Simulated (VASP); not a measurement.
Wanted: the native input for a VASP 6.6.1 run.

```yaml
Task: single point
Functional: r2SCAN
Potentials_or_basis: VASP PAW PBE potentials, release 64 (Ag)
Cutoff: 520 eV
k_mesh: 20 × 20 × 20
Occupations: gaussian, width 0.15 eV
Spin: no spin polarisation
Dipole_correction: no
Further_INCAR_settings: ALGO = Normal; EDIFF = 1e-06; NBANDS = 12
```

Crystal: Ag.

```
Ag
1.0
    -1.65565    1.65565    1.46939
     1.65565   -1.65565    1.46939
     1.65565    1.65565   -1.46939
Ag
1
Direct
  0.00000 0.00000 0.00000
```

This cell differs from its parent crystal: strain -0.1125 x Voigt [0, 0, 1, 0, 0, 0].

One way to write it, as run:

POSCAR

```
Ag
1.0
   -1.6556540000      1.6556540000      1.4693929250
    1.6556540000     -1.6556540000      1.4693929250
    1.6556540000      1.6556540000     -1.4693929250
Ag
1
Direct
    0.0000000000      0.0000000000      0.0000000000
```

INCAR.step1

```
ALGO = Normal
EDIFF = 1E-4
ENCUT = 520
GGA = PE
ISMEAR = 0
LASPH = T
LCHARG = F
LREAL = F
LWAVE = T
NBANDS = 12
NELM = 100
PREC = Accurate
SIGMA = 0.15
```

INCAR.step2

```
ALGO = Normal
EDIFF = 1E-6
ENCUT = 520
ISIF = 2
ISMEAR = 0
ISTART = 1
LASPH = T
LCHARG = F
LMIXTAU = T
LREAL = F
LWAVE = F
METAGGA = R2SCAN
NBANDS = 12
NELM = 100
PREC = Accurate
SIGMA = 0.15
```

KPOINTS

```
k-points
0
Gamma
  20 20 20
```

Potentials or basis: VASP PAW PBE potentials, release 64 (Ag).

Run with:

```sh
$ cat potpaw_PBE.64/Ag/POTCAR > POTCAR
$ cp INCAR.step1 INCAR
$ mpirun -np 1 vasp_std > vasp.out
$ cp INCAR.step2 INCAR
$ mpirun -np 1 vasp_std > vasp.out
```

Results of the run:

| Item | Value |
| --- | --- |
| Pressure | 10.3 GPa |
| Band gap on the k mesh | zero (an odd number of electrons rules out a gap without spin polarisation) |

Caveat: the cell differs from its parent crystal (strain -0.1125 x Voigt [0, 0, 1, 0, 0, 0]); the cell stands under pressure; the PAW data sets were made with another functional, which shifts forces and pressure a little.

Wall time 2.5 min on 1 thread of Intel(R) Xeon(R) 6975P-C (Granite Rapids), on a shared host, peak memory 0.24 GiB.
